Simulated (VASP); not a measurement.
# SrTiO3 in VASP: further runs, part 3 of 3

VASP 6.6.1. Earlier steps stand in the parts before.

**4. Single point, PBE (mode 1 frozen in at -0.038 Å, strain +e along z and -e/2 along x and y +0.0000)**

The input, INCAR:

```
ALGO = Normal
EDIFF = 1E-6
ENCUT = 520
GGA = PE
ISIF = 2
ISMEAR = 0
LASPH = T
LCHARG = T
LELF = T
LREAL = F
LVHAR = T
LWAVE = F
NBANDS = 28
NELM = 100
PREC = Accurate
SIGMA = 0.05
```

The input, KPOINTS:

```
k-points
0
Gamma
  8 8 8
```

The input, POSCAR:

```
SrTiO3
1.0
    3.9364094381      0.0000000000      0.0000000000
    0.0000000000      3.9364094381      0.0000000000
    0.0000000000      0.0000000000      3.9364094381
Sr Ti O
1 1 3
Direct
    0.0013670509      0.0000000000      0.0000000000
    0.5064538458      0.5000000000      0.5000000000
   -0.0097550828      0.5000000000      0.5000000000
    0.4914796030      0.0000000000      0.5000000000
    0.4914796030      0.5000000000      0.0000000000
```

Potentials or basis: VASP PAW PBE potentials, release 64 (Sr_sv, Ti_sv, O).

Command:

```bash
> cat potpaw_PBE.64/Sr_sv/POTCAR potpaw_PBE.64/Ti_sv/POTCAR potpaw_PBE.64/O/POTCAR > POTCAR
> mpirun -np 1 vasp_std > vasp.out
```

OUTCAR:

```text
EDIFF = 1E-6
   ENCUT = 520
   GGA = PE
   ISIF = 2
   ISMEAR = 0
   LASPH = T
   LREAL = F
   NELM = 100
   PREC = Accurate

 ion  position               nearest neighbor table
   1  0.001  0.000  0.000-   4 2.76   5 2.76   4 2.76   5 2.76   3 2.78   3 2.78   3 2.78   3 2.78
                             4 2.81   5 2.81   4 2.81   5 2.81   2 3.40   2 3.40   2 3.40   2 3.40
   2  0.506  0.500  0.500-   3 1.90   4 1.97   5 1.97   5 1.97   4 1.97   3 2.03   1 3.40   1 3.40
                             1 3.40   1 3.40   1 3.42   1 3.42   1 3.42   1 3.42
   3  0.990  0.500  0.500-   2 1.90   2 2.03   1 2.78   1 2.78   1 2.78   1 2.78
   4  0.491  0.000  0.500-   2 1.97   2 1.97   1 2.76   1 2.76   1 2.81   1 2.81
   5  0.491  0.500  0.000-   2 1.97   2 1.97   1 2.76   1 2.76   1 2.81   1 2.81

  LATTYP: Found a simple cubic cell.
 ALAT       =     3.9364094381

  Lattice vectors:

 A1 = (   3.9364094381,   0.0000000000,   0.0000000000)
 A2 = (   0.0000000000,   3.9364094381,   0.0000000000)
 A3 = (   0.0000000000,   0.0000000000,   3.9364094381)

Analysis of symmetry for initial positions (statically):
=====================================================================
 Subroutine PRICEL returns:
 Original cell was already a primitive cell.

 Routine SETGRP: Setting up the symmetry group for a
 simple cubic supercell.

 Subroutine GETGRP returns: Found  8 space group operations
 (whereof  8 operations were pure point group operations)
 out of a pool of 48 trial point group operations.

The static configuration has the point symmetry C_4v.

Analysis of symmetry for dynamics (positions and initial velocities):
=====================================================================
 Subroutine PRICEL returns:
 Original cell was already a primitive cell.

 Routine SETGRP: Setting up the symmetry group for a
 simple cubic supercell.

 Subroutine GETGRP returns: Found  8 space group operations
 (whereof  8 operations were pure point group operations)
 out of a pool of 48 trial point group operations.

The dynamic configuration has the point symmetry C_4v.

 Subroutine INISYM returns: Found  8 space group operations
 (whereof  8 operations are pure point group operations),
 and found     1 'primitive' translations

----------------------------------------------------------------------------------------

                                     Primitive cell

  volume of cell :      60.9959

  direct lattice vectors                    reciprocal lattice vectors
     3.936409438  0.000000000  0.000000000     0.254038615  0.000000000  0.000000000
     0.000000000  3.936409438  0.000000000     0.000000000  0.254038615  0.000000000
     0.000000000  0.000000000  3.936409438     0.000000000  0.000000000  0.254038615

  length of vectors
     3.936409438  3.936409438  3.936409438     0.254038615  0.254038615  0.254038615

  position of ions in fractional coordinates (direct lattice)
     0.001367051  0.000000000  0.000000000
     0.506453846  0.500000000  0.500000000
     0.990244917  0.500000000  0.500000000
     0.491479603  0.000000000  0.500000000
     0.491479603  0.500000000  0.000000000

  ion indices of the primitive-cell ions
   primitive index   ion index
                 1           1
                 2           2
                 3           3
                 4           4
[... 23 lines left out ...]
 Subroutine IBZKPT returns following result:
 ===========================================

 Found     75 irreducible k-points:

 Following reciprocal coordinates:
            Coordinates               Weight
  0.000000  0.000000  0.000000      1.000000
  0.125000  0.000000  0.000000      2.000000
  0.000000  0.125000  0.000000      4.000000
  0.250000  0.000000  0.000000      2.000000
  0.000000  0.250000  0.000000      4.000000
  0.375000  0.000000  0.000000      2.000000
[... 16 lines left out ...]
  0.375000  0.250000  0.000000      8.000000
  0.000000  0.375000  0.250000      8.000000
 [... further k-points ...]
   k-points           NKPTS =     75   k-points in BZ     NKDIM =     75   number of bands    NBANDS=     28
   number of dos      NEDOS =    301   number of ions     NIONS =      5
   total plane-waves  NPLWV =  27000
   dimension x,y,z NGX =    30 NGY =   30 NGZ =   30
   dimension x,y,z NGXF=    60 NGYF=   60 NGZF=   60
   ions per type =               1   1   3
   NGX,Y,Z   is equivalent  to a cutoff of  12.67, 12.67, 12.67 a.u.
   NGXF,Y,Z  is equivalent  to a cutoff of  25.34, 25.34, 25.34 a.u.
 SYSTEM =  unknown system
   PREC   = accura    normal or accurate (medium, high low for compatibility)
   ISTART =      0    job   : 0-new  1-cont  2-samecut
   ICHARG =      2    charge: 1-file 2-atom 10-const
   ISPIN  =      1    spin polarized calculation?
   LNONCOLLINEAR =      F non collinear calculations
   LSORBIT =      F    spin-orbit coupling
   LASPH  =      T    aspherical Exc in radial PAW
   ENCUT  =  520.0 eV  38.22 Ry    6.18 a.u.   7.32  7.32  7.32*2*pi/ulx,y,z
   NELM   =    100;   NELMIN=  2; NELMDL= -5     # of ELM steps
   EDIFF  = 0.1E-05   stopping-criterion for ELM
   LREAL  =      F    real-space projection
   EDIFFG = 0.1E-04   stopping-criterion for IOM
   NSW    =      0    number of steps for IOM
   IBRION =     -1    ionic relax: 0-MD 1-quasi-New 2-CG
   NFREE  =      0    steps in history (QN), initial steepest desc. (CG)
   ISIF   =      2    stress and relaxation
   ISYM   =      2    0-nonsym 1-usesym 2-fastsym
   POTIM  = 0.5000    time-step for ionic-motion
   TEBEG  =    0.0;   TEEND  =   0.0 temperature during run
   PSTRESS=    0.0 pullay stress
   NELECT =      40.0000    total number of electrons
   NUPDOWN=      -1.0000    fix difference up-down
   EMIN   =  10.00;   EMAX   =-10.00  energy-range for DOS
   EFERMI =   0.00;   METHOD = LEGACY
   ISMEAR =     0;   SIGMA  =   0.05  broadening in eV -4-tet -1-fermi 0-gaus
   EFERMI_NEDOS =   21; number of points for ismear=-14 and -15
   IALGO  =     38    algorithm
   IMIX   =      4    mixing-type and parameters
     AMIX     =   0.40;   BMIX     =  1.00
     AMIX_MAG =   1.60;   BMIX_MAG =  1.00
  volume/ion in A,a.u.               =      12.20        82.32
  Fermi-wavevector in a.u.,A,eV,Ry     =   1.422311  2.687778 27.524158  2.022969
  Thomas-Fermi vector in A             =   2.543028
   LORBIT       =      0    0 simple, 1 ext, 2 COOP (PROOUT), +10 PAW based schemes
   GGA     = PE    functional components
   LHFCALC =     F    Hartree Fock is set to
   AEXX    =    0.0000 exact exchange contribution
   IVDW    =     0    specifies the selected vdW correction
   LEPSILON=     F    determine dielectric tensor
   LRPA    =     F    only Hartree local field effects (RPA)
 non-spin polarized calculation
 Gauss-broadening in eV      SIGMA  =   0.05
  energy-cutoff  :      520.00
  volume of cell :       61.00
 maximum number of plane-waves:      1671
 NGX is ok and might be reduce to    30
   NGX = 15   NGY = 15   NGZ = 15

 number of electron      39.9999997 magnetization

 Free energy of the ion-electron system (eV)
  ---------------------------------------------------
  ext. energy  EPLUGINS =         0.00000000
  ---------------------------------------------------
  free energy    TOTEN  =       -40.10496980 eV

  energy without entropy =      -40.10496980  energy(sigma->0) =      -40.10496980

 E-fermi :   4.3632     XC(G=0): -11.1429

 val. band max:        3.9788610245   @ k =   0.5000   0.5000   0.5000
 cond. band min:       5.8019169642   @ k =   0.0000   0.0000   0.0000
 fundamental gap:      1.8230559397
 Fermi energy:         4.3632222943

 k-point     1 :       0.0000    0.0000    0.0000
  band No.  band energies     occupation
      1     -52.5652      2.00000
      2     -28.8971      2.00000
      3     -28.8082      2.00000
      4     -28.7964      2.00000
      5     -28.7964      2.00000
      6     -13.3715      2.00000
[... 733 lines left out ...]
     27      11.8900      0.00000
     28      12.1984      0.00000

 [... further k-points ...]
[... 5 lines left out ...]
  --------------------------------------------------------------------------------------
  -------------------------------------------------------------------------------------
  Total        0.5096918      0.2499000      0.2499000      0.0000000      0.0000000     -0.0000000
  in kB       13.3880533      6.5641122      6.5641122      0.0000000      0.0000000     -0.0000000
  external PRESSURE =       8.8387592 kB  Pullay stress =       0.0000000 kB

 VOLUME and BASIS-vectors are now :
 -----------------------------------------------------------------------------
  energy-cutoff  :      520.00
  volume of cell :       61.00
      direct lattice vectors                 reciprocal lattice vectors
     3.936409438  0.000000000  0.000000000     0.254038615  0.000000000  0.000000000
     0.000000000  3.936409438  0.000000000     0.000000000  0.254038615  0.000000000
     0.000000000  0.000000000  3.936409438     0.000000000  0.000000000  0.254038615

 POSITION                                       TOTAL-FORCE (eV/Angst)
 -----------------------------------------------------------------------------------
      0.00538      0.00000      0.00000         0.031964      0.000000     -0.000000
      1.99361      1.96820      1.96820         0.009682     -0.000000      0.000000
      3.89801      1.96820      1.96820         0.023132      0.000000     -0.000000
      1.93466      0.00000      1.96820        -0.032389      0.000000     -0.000000
      1.93466      1.96820      0.00000        -0.032389      0.000000     -0.000000
 -----------------------------------------------------------------------------------
    total drift:                                0.000287     -0.000000      0.000003

  FREE ENERGIE OF THE ION-ELECTRON SYSTEM (eV)
  ---------------------------------------------------
  free  energy   TOTEN  =       -40.1049698023 eV

  energy  without entropy=      -40.1049698023  energy(sigma->0) =      -40.10496980
```

stdout:

```text
POSCAR found type information on POSCAR SrTiO
 POSCAR found :  3 types and       5 ions
 scaLAPACK will be used
 LDA part: xc-table for (Slater+PW92), standard interpolation
 POSCAR, INCAR and KPOINTS ok, starting setup
 FFT: planning ... GRIDC
 FFT: planning ... GRID_SOFT
 FFT: planning ... GRID
 WAVECAR not read
 entering main loop
```

It took 1.7 min on 1 thread of AMD EPYC 7R43 (Zen 3), shared host; peak memory 0.23 GiB.

What came out:

| Property | Result |
| --- | --- |
| Free energy | -40.1050 eV |
| Pressure | 0.9 GPa |
| Largest force | 0.032 eV/Å |
| Band gap on the k mesh | 1.82 eV, indirect (least direct gap 2.24 eV) |

Forces on the atoms (eV/Å):
```
Sr   0.032  0.000  0.000
Ti   0.010  0.000  0.000
O    0.023  0.000  0.000
O   -0.032  0.000  0.000
O   -0.032  0.000  0.000
```

Stress tensor (GPa, compression positive):
```
1.34 0.00 0.00
0.00 0.66 0.00
0.00 0.00 0.66
```

Levels at points of the mesh, in eV from the valence-band top:
| k point | band 16 | band 17 | band 18 | band 19 | band 20 | band 21 | band 22 | band 23 | band 24 | band 25 |
| --- | --- | --- | --- | --- | --- | --- | --- | --- | --- | --- |
| (0.00, 0.00, 0.00) | -1.17 | -1.14 | -0.42 | -0.42 | -0.42 | 1.82 | 1.90 | 1.90 | 4.16 | 4.20 |
| (0.50, 0.00, 0.00) | -2.33 | -2.33 | -1.92 | -0.73 | -0.73 | 1.98 | 3.69 | 3.69 | 4.17 | 6.31 |
| (0.00, 0.50, 0.00) | -2.29 | -2.26 | -1.93 | -0.81 | -0.77 | 2.05 | 3.66 | 3.67 | 4.20 | 6.26 |
| (0.50, 0.50, 0.00) | -2.76 | -1.73 | -1.55 | -1.54 | -0.11 | 3.67 | 3.70 | 4.12 | 5.10 | 7.76 |
| (0.00, 0.50, 0.50) | -2.77 | -1.75 | -1.58 | -1.58 | -0.09 | 3.68 | 3.68 | 4.11 | 5.08 | 7.75 |
| (0.50, 0.50, 0.50) | -3.68 | -3.66 | -0.03 | -0.03 | 0.00 | 4.31 | 4.32 | 4.32 | 6.80 | 6.85 |

Caveat: the cell differs from its parent crystal (mode 1 frozen in at -0.038 Å, strain +e along z and -e/2 along x and y +0.0000). A k mesh can miss the band edges.

**5. Summary**

```csv
cell,gap on the mesh (eV),pressure (GPa)
"a = 3.891, b = 3.891, c = 4.028 Å, 5 atoms",1.74,1.1
"a = 3.982, b = 3.982, c = 3.845 Å, 5 atoms",1.76,1.1
"a = 3.936 Å, 5 atoms",1.82,0.9
```

Alike in all rows: task single point; level PBE; potentials or basis VASP PAW PBE potentials, release 64 (Sr_sv, Ti_sv, O); no spin polarisation; k mesh 8 × 8 × 8; cutoff (eV) 520; smearing gaussian 0.05 eV.

Total energies depend on the potentials used, so only differences within one code and one set of settings carry meaning.
